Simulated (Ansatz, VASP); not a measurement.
## CuO: VASP beside Ansatz

Contents of INCAR:

```
SYSTEM = CuO
ALGO = Normal
EDIFF = 1E-7
ENCUT = 520
GGA = PS
ISIF = 2
ISMEAR = 0
LASPH = .TRUE.
LCHARG = .FALSE.
LREAL = .FALSE.
LWAVE = .FALSE.
NBANDS = 25
NELM = 60
PREC = Accurate
SIGMA = 0.15
```

KPOINTS

```
k-points
0
G
  16 16 10
  0 0 0
```

File POSCAR:

```
CuO
1.0
    2.0425330993     -2.0503581635      0.0000000000
    2.0425330993      2.0503581635      0.0000000000
    0.0000000000      0.0000000000      5.0922648207
Cu O
2 2
Direct
   -0.0000660608      0.4654469508      0.0000000000
    0.4999339392     -0.0345530492      0.5000000000
    0.5000000000      0.5000000000      0.2500000000
    0.5000000000      0.5000000000      0.7500000000
```

Input for Ansatz:

```yaml
crystal:
  lattice:
    - [2.0425330993, -2.0503581635, 0.0]
    - [2.0425330993, 2.0503581635, 0.0]
    - [0.0, 0.0, 5.0922648207]
  atoms:
    - { symbol: Cu, position: [-6.60608e-05, 0.4654469508, 0.0] }
    - { symbol: Cu, position: [0.4999339392, -0.0345530492, 0.5] }
    - { symbol: O, position: [0.5, 0.5, 0.25] }
    - { symbol: O, position: [0.5, 0.5, 0.75] }
basis:
  ecutwfc: 420
kpoints:
  mp_grid: { grid: [16, 16, 10] }
hamiltonian:
  xc: pbesol
scf:
  occupations: { method: gaussian, width: 0.15 }
output:
  forces: true
  stress: true
  eigenvalues: true
```

Change from the starting cell: all Cu atoms moved -0.100 Å, as atom 1 along Cartesian [1 1 0].

Alike in both runs: task single point; functional PBEsol; k mesh 16 × 16 × 10; occupations gaussian, width 0.15 eV; no spin polarisation.

|  | VASP | Ansatz |
| --- | --- | --- |
| version | VASP 6.6.1 | Ansatz 0.2.0 |
| potentials or method | VASP PAW PBE potentials, release 64 (Cu, O), cutoff 520 eV | scalar-relativistic, plane waves, PAW |
| valence electrons in the cell | 34 | 50 |

Ansatz gave:

- gap on the k mesh at the Fermi level (eV): none
- pressure (GPa): 0.8
- traceless stress, the component that is largest in VASP (GPa): 0.73
- rms of the force components (eV/Å): 0.625

Task: What did VASP give for the same quantities?

Result: gap on the k mesh at the Fermi level (eV): none; pressure (GPa): 1.6; traceless stress, the component that is largest in VASP (GPa): 1.05; rms of the force components (eV/Å): 0.643.

VASP's potentials were made for PBE, not for PBEsol. Atom by atom the forces differ by 0.019 eV/Å (rms over components). A gap of «none» marks a metal or a gap that the smearing closes. VASP's potentials hold 34 valence electrons a cell and Ansatz's 50, so a difference there can come from the potentials and not from the codes.
